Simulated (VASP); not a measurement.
# H6C3O2 in VASP: a series of runs

The runs below take H6C3O2 through single point, with PBE+D3(BJ).

All numbers are computed with VASP 6.6.1; they aren't measurements. Logs are shortened: lines on timing, memory, paths and dates and some standing lists are left out, and cuts for length are marked.

### 1 The cell of the first run

The cell holds a disordered packing, 33 atoms: a = 7.797 Å, b = 7.797 Å, c = 7.797 Å, α = 90.00°, β = 90.00°, γ = 90.00°.

### 2 Single point, PBE+D3(BJ)

Contents of INCAR:

```
PREC = Accurate
ENCUT = 520
EDIFF = 1E-6
ISMEAR = -1
SIGMA = 0.05
LREAL = Auto
LASPH = T
NELM = 80
ALGO = Normal
ISIF = 2
LWAVE = F
LCHARG = T
GGA = PE
IVDW = 12
LELF = T
LVHAR = T
NBANDS = 67
```

Contents of KPOINTS:

```
regular mesh
0
Gamma
  1 1 1
```

Contents of POSCAR:

```
H6C3O2
1.0
    7.7969750000      0.0000000000      0.0000000000
    0.0000000000      7.7969750000      0.0000000000
    0.0000000000      0.0000000000      7.7969750000
C O H
9 6 18
Direct
    0.7665359183      0.4393034772      0.5912373362
    0.2562374792      0.3327667635      0.5986864421
    0.8122713016      0.4932523413      0.1023420449
    0.4501844604      0.0031182999     -0.0403566484
    0.3866421469      0.1429488128      0.0808136908
    0.9656011857      0.9076142075      1.0341330697
    0.9395287089      1.0299338766      0.8838802229
    0.1054073138      0.7368082979      0.4990494754
    0.2778905046      0.8281970359      0.4883167283
    0.8481382325      0.4391606025      0.7170880589
    0.6849389103      0.4397629199      0.4653125408
    0.3497532421      0.3942380572      0.6986195849
    0.1632913048      0.2701380504      0.4987195960
    0.6737388873      0.5392688054      0.0676986849
    0.9509537848      0.4471086660      0.1367322327
    0.5718192036     -0.0521589783      0.0037494501
    0.3575930657     -0.1024830581     -0.0509247957
    0.4721720281      0.0534621444     -0.1702148041
    0.2625456879      0.1952281666      0.0393143235
    0.3693521401      0.0936991625      0.2116223526
    0.4767598400      0.2508915197      0.0872512559
    1.0495609253      0.9641267017      1.1319084712
    0.8431541323      0.8762264181      1.0962734678
    1.0248764670      0.7866961592      0.9923078778
    0.8526939979      0.9758869658      0.7869732025
    0.8843960761      1.1520032909      0.9269255316
    1.0614114300      1.0591533536      0.8196483032
    0.0094902988      0.7981783108      0.4162349386
    0.1158768222      0.6026405913      0.4572439541
    0.0551446682      0.7378741665      0.6306206110
    0.3711469171      0.7736708921      0.5787042629
    0.3331109301      0.8187703897      0.3590106951
    0.2636533881      0.9649167896      0.5184666417
```

Potentials or basis: VASP PAW PBE potentials, release 64 (C, O, H).

Command:

```console
$ cat potpaw_PBE.64/C/POTCAR potpaw_PBE.64/O/POTCAR potpaw_PBE.64/H/POTCAR > POTCAR
$ mpirun -np 1 vasp_gam > vasp.out
```

OUTCAR:

```text
PREC = Accurate
   ENCUT = 520
   EDIFF = 1E-6
   ISMEAR = -1
   LREAL = Auto
   LASPH = T
   NELM = 80
   ISIF = 2
   GGA = PE
   IVDW = 12
 IVDW          = 12

 ion  position               nearest neighbor table
   1  0.767  0.439  0.591-  10 1.17  11 1.17
   2  0.256  0.333  0.599-  12 1.17  13 1.17
   3  0.812  0.493  0.102-  14 1.17  15 1.17
   4  0.450  0.003  0.960-  16 1.10  17 1.10  18 1.10   5 1.53
   5  0.387  0.143  0.081-  21 1.10  20 1.10  19 1.10   4 1.53
   6  0.966  0.908  0.034-  22 1.10  23 1.10  24 1.10   7 1.52
   7  0.940  0.030  0.884-  26 1.10  27 1.10  25 1.10   6 1.52
   8  0.105  0.737  0.499-  28 1.10  30 1.10  29 1.10   9 1.52
   9  0.278  0.828  0.488-  33 1.10  31 1.10  32 1.10   8 1.52
  10  0.848  0.439  0.717-   1 1.17
  11  0.685  0.440  0.465-   1 1.17
  12  0.350  0.394  0.699-   2 1.17
  13  0.163  0.270  0.499-   2 1.17
  14  0.674  0.539  0.068-   3 1.17
  15  0.951  0.447  0.137-   3 1.17
[... 16 lines left out ...]
  32  0.333  0.819  0.359-   9 1.10
  33  0.264  0.965  0.518-   9 1.10

  LATTYP: Found a simple cubic cell.
 ALAT       =     7.7969750000

  Lattice vectors:

 A1 = (   7.7969750000,   0.0000000000,   0.0000000000)
 A2 = (   0.0000000000,   7.7969750000,   0.0000000000)
 A3 = (   0.0000000000,   0.0000000000,   7.7969750000)

Analysis of symmetry for initial positions (statically):
=====================================================================
 Subroutine PRICEL returns:
 Original cell was already a primitive cell.

 Routine SETGRP: Setting up the symmetry group for a
 simple cubic supercell.

 Subroutine GETGRP returns: Found  1 space group operations
 (whereof  1 operations were pure point group operations)
 out of a pool of 48 trial point group operations.

The static configuration has the point symmetry C_1 .

Analysis of symmetry for dynamics (positions and initial velocities):
=====================================================================
 Subroutine PRICEL returns:
 Original cell was already a primitive cell.

 Routine SETGRP: Setting up the symmetry group for a
 simple cubic supercell.

 Subroutine GETGRP returns: Found  1 space group operations
 (whereof  1 operations were pure point group operations)
 out of a pool of 48 trial point group operations.

The dynamic configuration has the point symmetry C_1 .

 Subroutine INISYM returns: Found  1 space group operations
 (whereof  1 operations are pure point group operations),
 and found     1 'primitive' translations

----------------------------------------------------------------------------------------

                                     Primitive cell

  volume of cell :     474.0001

  direct lattice vectors                    reciprocal lattice vectors
     7.796975000  0.000000000  0.000000000     0.128254868  0.000000000  0.000000000
     0.000000000  7.796975000  0.000000000     0.000000000  0.128254868  0.000000000
     0.000000000  0.000000000  7.796975000     0.000000000  0.000000000  0.128254868

  length of vectors
     7.796975000  7.796975000  7.796975000     0.128254868  0.128254868  0.128254868

  position of ions in fractional coordinates (direct lattice)
     0.766535918  0.439303477  0.591237336
     0.256237479  0.332766763  0.598686442
     0.812271302  0.493252341  0.102342045
     0.450184460  0.003118300  0.959643352
     0.386642147  0.142948813  0.080813691
     0.965601186  0.907614208  0.034133070
[... 25 lines left out ...]
     0.333110930  0.818770390  0.359010695
     0.263653388  0.964916790  0.518466642

  ion indices of the primitive-cell ions
   primitive index   ion index
                 1           1
                 2           2
                 3           3
                 4           4
                 5           5
                 6           6
[... 25 lines left out ...]
                32          32
                33          33

----------------------------------------------------------------------------------------

 KPOINTS: regular mesh

Automatic generation of k-mesh.
 Grid dimensions read from file:
 generate k-points for:    1    1    1

 Generating k-lattice:

  Cartesian coordinates                     Fractional coordinates (reciprocal lattice)
     0.128254868  0.000000000  0.000000000     1.000000000  0.000000000  0.000000000
     0.000000000  0.128254868  0.000000000     0.000000000  1.000000000  0.000000000
     0.000000000  0.000000000  0.128254868     0.000000000  0.000000000  1.000000000

  Length of vectors
     0.128254868  0.128254868  0.128254868

  Shift w.r.t. Gamma in fractional coordinates (k-lattice)
     0.000000000  0.000000000  0.000000000

 Subroutine IBZKPT returns following result:
 ===========================================

 Found      1 irreducible k-points:

 Following reciprocal coordinates:
            Coordinates               Weight
  0.000000  0.000000  0.000000      1.000000
   k-points           NKPTS =      1   k-points in BZ     NKDIM =      1   number of bands    NBANDS=     67
   number of dos      NEDOS =    301   number of ions     NIONS =     33
   total plane-waves  NPLWV = 216000
   dimension x,y,z NGX =    60 NGY =   60 NGZ =   60
   dimension x,y,z NGXF=   120 NGYF=  120 NGZF=  120
   ions per type =               9   6  18
   NGX,Y,Z   is equivalent  to a cutoff of  12.79, 12.79, 12.79 a.u.
   NGXF,Y,Z  is equivalent  to a cutoff of  25.59, 25.59, 25.59 a.u.
 SYSTEM =  unknown system
   PREC   = accura    normal or accurate (medium, high low for compatibility)
   ISTART =      0    job   : 0-new  1-cont  2-samecut
   ICHARG =      2    charge: 1-file 2-atom 10-const
   ISPIN  =      1    spin polarized calculation?
   LNONCOLLINEAR =      F non collinear calculations
   LSORBIT =      F    spin-orbit coupling
   LASPH  =      T    aspherical Exc in radial PAW
   ENCUT  =  520.0 eV  38.22 Ry    6.18 a.u.  14.50 14.50 14.50*2*pi/ulx,y,z
   NELM   =     80;   NELMIN=  2; NELMDL= -5     # of ELM steps
   EDIFF  = 0.1E-05   stopping-criterion for ELM
   LREAL  =      T    real-space projection
   EDIFFG = 0.1E-04   stopping-criterion for IOM
   NSW    =      0    number of steps for IOM
   IBRION =     -1    ionic relax: 0-MD 1-quasi-New 2-CG
   NFREE  =      0    steps in history (QN), initial steepest desc. (CG)
   ISIF   =      2    stress and relaxation
   ISYM   =      2    0-nonsym 1-usesym 2-fastsym
   POTIM  = 0.5000    time-step for ionic-motion
   TEBEG  =    0.0;   TEEND  =   0.0 temperature during run
   PSTRESS=    0.0 pullay stress
   NELECT =      90.0000    total number of electrons
   NUPDOWN=      -1.0000    fix difference up-down
   EMIN   =  10.00;   EMAX   =-10.00  energy-range for DOS
   EFERMI =   0.00;   METHOD = LEGACY
   ISMEAR =    -1;   SIGMA  =   0.05  broadening in eV -4-tet -1-fermi 0-gaus
   EFERMI_NEDOS =   21; number of points for ismear=-14 and -15
   IALGO  =     38    algorithm
   IMIX   =      4    mixing-type and parameters
     AMIX     =   0.40;   BMIX     =  1.00
     AMIX_MAG =   1.60;   BMIX_MAG =  1.00
  volume/ion in A,a.u.               =      14.36        96.93
  Fermi-wavevector in a.u.,A,eV,Ry     =   0.940942  1.778123 12.046216  0.885372
  Thomas-Fermi vector in A             =   2.068404
   LORBIT       =      0    0 simple, 1 ext, 2 COOP (PROOUT), +10 PAW based schemes
   GGA     = PE    functional components
   LHFCALC =     F    Hartree Fock is set to
   AEXX    =    0.0000 exact exchange contribution
   IVDW    =    12    specifies the selected vdW correction
   LEPSILON=     F    determine dielectric tensor
   LRPA    =     F    only Hartree local field effects (RPA)
 non-spin polarized calculation
  energy-cutoff  :      520.00
  volume of cell :      474.00
 maximum number of plane-waves:      6447
 NGX is ok and might be reduce to    60
   NGX = 29   NGY = 29   NGZ = 29

 number of electron      90.0000006 magnetization

 Free energy of the ion-electron system (eV)
  ---------------------------------------------------
  ext. energy  EPLUGINS =         0.00000000
  ---------------------------------------------------
  free energy    TOTEN  =      -190.55273002 eV

  energy without entropy =     -190.55273002  energy(sigma->0) =     -190.55273002

 E-fermi :  -3.8157     XC(G=0):  -6.0005

 val. band max:       -5.0369869730   @ k =   0.0000   0.0000   0.0000
 cond. band min:       1.1191268031   @ k =   0.0000   0.0000   0.0000
 fundamental gap:      6.1561137761
 Fermi energy:        -3.8156805396

 k-point     1 :       0.0000    0.0000    0.0000
  band No.  band energies     occupation
      1     -26.4894      2.00000
      2     -26.3522      2.00000
      3     -26.1038      2.00000
      4     -25.4832      2.00000
      5     -25.3467      2.00000
      6     -25.0978      2.00000
[... 49 lines left out ...]
     56       3.6319      0.00000
     57       3.9487      0.00000
 [bands above 57 left out]

------------------------ aborting loop because EDIFF is reached ----------------------------------------

 Edisp (eV)   -1.17517

 E8    (eV) :    -0.2692

  FORCE on cell =-STRESS in cart. coord.  units (eV):
  Direction    XX          YY          ZZ          XY          YZ          ZX
  --------------------------------------------------------------------------------------
  -------------------------------------------------------------------------------------
  Total       1.66049     0.26847     1.05577     0.08582     0.06657     1.56443
  in kB       5.61264     0.90747     3.56864     0.29009     0.22500     5.28795
  external pressure =        3.36 kB  Pullay stress =        0.00 kB

 VOLUME and BASIS-vectors are now :
 -----------------------------------------------------------------------------
  energy-cutoff  :      520.00
  volume of cell :      474.00
      direct lattice vectors                 reciprocal lattice vectors
     7.796975000  0.000000000  0.000000000     0.128254868  0.000000000  0.000000000
     0.000000000  7.796975000  0.000000000     0.000000000  0.128254868  0.000000000
     0.000000000  0.000000000  7.796975000     0.000000000  0.000000000  0.128254868

 POSITION                                       TOTAL-FORCE (eV/Angst)
 -----------------------------------------------------------------------------------
      5.97666      3.42524      4.60986        -0.014968      0.000383     -0.001207
      1.99788      2.59457      4.66794         0.009248      0.014653      0.017833
      6.33326      3.84588      0.79796         0.020738     -0.004517      0.002875
      3.51008      0.02431      7.48232         0.014427     -0.013187      0.003902
      3.01464      1.11457      0.63010        -0.011804      0.020365     -0.004253
      7.52877      7.07665      0.26613         0.012655     -0.026751     -0.009227
[... 25 lines left out ...]
      2.59726      6.38393      2.79920         0.001487      0.001335     -0.014037
      2.05570      7.52343      4.04247         0.006975      0.041086      0.013271
 -----------------------------------------------------------------------------------
    total drift:                               -0.018815     -0.000107      0.017312

  FREE ENERGIE OF THE ION-ELECTRON SYSTEM (eV)
  ---------------------------------------------------
  free  energy   TOTEN  =      -191.7278981078 eV

  energy  without entropy=     -191.7278981077  energy(sigma->0) =     -191.72789811
```

It took 48 s on 1 thread of AMD EPYC 7R13 (Zen 3), shared host; peak memory 0.43 GiB.

Results:

| Property | Result |
| --- | --- |
| Free energy | -191.7279 eV |
| Pressure | 0.3 GPa |
| Largest force | 0.646 eV/Å |
| Band gap on the k mesh | 6.16 eV |
| Dispersion energy per atom | -0.036 eV |

Forces in eV/Å, atoms in the order of the input:
```
C   -0.015  0.000 -0.001
C    0.009  0.015  0.018
C    0.021 -0.005  0.003
C    0.014 -0.013  0.004
C   -0.012  0.020 -0.004
C    0.013 -0.027 -0.009
C   -0.003  0.013 -0.002
C    0.003 -0.019  0.036
C    0.006  0.002 -0.040
O    0.356  0.003  0.529
O   -0.341 -0.007 -0.521
O    0.389  0.270  0.402
O   -0.398 -0.263 -0.409
O   -0.590  0.214 -0.152
O    0.558 -0.202  0.147
H    0.015 -0.006  0.008
H   -0.014 -0.021 -0.004
H   -0.004  0.008 -0.027
H   -0.018  0.009 -0.007
H    0.007 -0.008  0.022
H    0.016  0.025  0.004
H    0.019  0.013  0.018
H   -0.023  0.002  0.018
H    0.012 -0.023  0.004
H   -0.020 -0.013 -0.014
H   -0.016  0.034 -0.001
H    0.027 -0.008 -0.010
H   -0.020  0.014 -0.034
H   -0.012 -0.035 -0.023
H   -0.008 -0.011  0.021
H    0.020 -0.024  0.027
H    0.001  0.001 -0.014
H    0.007  0.041  0.013
```

Stress tensor (GPa, compression positive):
```
0.56 0.03 0.53
0.03 0.09 0.02
0.53 0.02 0.36
```

Caveat: the k points lie up to 0.81 Å⁻¹ apart.

### 3 Single point, PBE+D3(BJ)

Contents of INCAR:

```
SYSTEM = H6C3O2
  ALGO = Normal
  EDIFF = 1E-6
  ENCUT = 520
  GGA = PE
  ISIF = 2
  ISMEAR = -1
  IVDW = 12
  LASPH = .TRUE.
  LCHARG = .FALSE.
  LREAL = Auto
  LWAVE = .FALSE.
  NBANDS = 67
  NELM = 100
  PREC = Accurate
  SIGMA = 0.05
```

Contents of KPOINTS:

```
k-points
0
G
  1 1 1
  0 0 0
```

Contents of POSCAR:

```
H6C3O2
1.0
    7.7969750000      0.0000000000      0.0000000000
    0.0000000000      7.7969750000      0.0000000000
    0.0000000000      0.0000000000      7.7969750000
C O H
9 6 18
Direct
    0.7897678266      0.4379005961      0.5772238593
    0.2412987088      0.3200600233      0.6239855842
    0.8013492412      0.5045418255      0.0923819815
    0.4164563821     -0.0174554875     -0.0159420801
    0.3855854354      0.1593181971      0.0567399536
    0.9610522029      0.9049535236      1.0122002443
    0.9523693484      1.0477781447      0.8772504721
    0.1109917628      0.7249991182      0.4942557851
    0.2832765271      0.8227934552      0.4996553150
    0.8626037662      0.4280377967      0.7112758474
    0.7093263734      0.4504439222      0.4527396843
    0.3232792205      0.3907156301      0.7263201434
    0.1544060357      0.2754016782      0.5077866737
    0.6701701621      0.5670404227      0.0551752442
    0.9336184867      0.4541504878      0.1333978883
    0.4970773922     -0.1064771915      0.0636400655
    0.3041820706     -0.1035529805     -0.0300629411
    0.4934990814     -0.0082083116     -0.1329489962
    0.2645641419      0.2208035809      0.0147621353
    0.3949993427      0.1548805787      0.1960119149
    0.4720805184      0.2618323132      0.0231115272
    1.0522029377      0.9369915897      1.1105589027
    0.8460204118      0.8742108318      1.0805472635
    1.0080319611      0.7892676326      0.9473930595
    0.8575248734      1.0199981403      0.7795202627
    0.9236915599      1.1697356988      0.9428784881
    1.0741729966      1.0760583431      0.8212928732
    0.0249712228      0.8061972752      0.4163153018
    0.1119280234      0.5959618955      0.4383110116
    0.0718868536      0.7132894488      0.6301033414
    0.3843157122      0.7457892324      0.5637570981
    0.3267292764      0.8376453689      0.3650261800
    0.2780180775      0.9424680726      0.5783653276
```

Potentials or basis: VASP PAW PBE potentials, release 64 (C, O, H).

Command:

```console
$ cat potpaw_PBE.64/C/POTCAR potpaw_PBE.64/O/POTCAR potpaw_PBE.64/H/POTCAR > POTCAR
$ mpirun -np 1 vasp_gam > vasp.out
```

Run time: 44 s. Hardware: 1 thread of AMD EPYC 7R13 (Zen 3), shared host; peak memory 0.48 GiB.

The run converged. Its results:

| Item | Value |
| --- | --- |
| Free energy | -190.8337 eV |
| Pressure | 0.7 GPa |
| Largest force | 2.961 eV/Å |
| Band gap on the k mesh | 5.55 eV |
| Dispersion energy per atom | -0.036 eV |

Forces in eV/Å, atoms in the order of the input:
```
C    1.007 -0.058  2.784
C   -1.253  0.536 -1.962
C   -1.711  1.241 -0.389
C    0.957 -1.320  0.023
C   -0.781  0.317  0.609
C    0.883 -0.040 -1.070
C   -0.841  0.364  1.598
C    0.300  0.957  0.698
C    0.572 -0.962 -0.166
O   -0.470  0.061 -1.303
O   -0.663  0.047 -1.367
O    0.989  0.117  1.284
O    0.329 -0.621  0.513
O   -0.861  0.044 -0.328
O    2.575 -1.301  0.664
H   -0.036  0.904  0.108
H   -0.019  0.760 -0.446
H   -0.362 -0.219 -0.496
H   -0.129 -0.567  0.417
H   -0.524  0.109  0.416
H    1.060 -0.024 -0.520
H    0.672  0.206  0.479
H   -1.049  0.039  0.013
H   -0.023 -0.315  0.185
H   -0.244  0.085 -0.369
H   -0.456 -0.060 -0.175
H    0.945 -0.348 -0.611
H   -0.357 -0.316  0.419
H    0.399  0.074 -0.162
H   -0.560  0.009 -0.383
H   -0.193 -0.014 -0.104
H    0.088  0.606  0.455
H   -0.246 -0.312 -0.813
```

Stress tensor (GPa, compression positive):
```
 2.58 -0.50  0.02
-0.50 -0.58  0.10
 0.02  0.10  0.20
```

Levels at points of the mesh, in eV from the valence-band top:
```tsv
k point	band 42	band 43	band 44	band 45	band 46	band 47	band 48	band 49
(0.00, 0.00, 0.00)	-0.46	-0.44	-0.17	0.00	5.55	6.38	6.58	6.78
```

Caveat: the k points lie up to 0.81 Å⁻¹ apart.
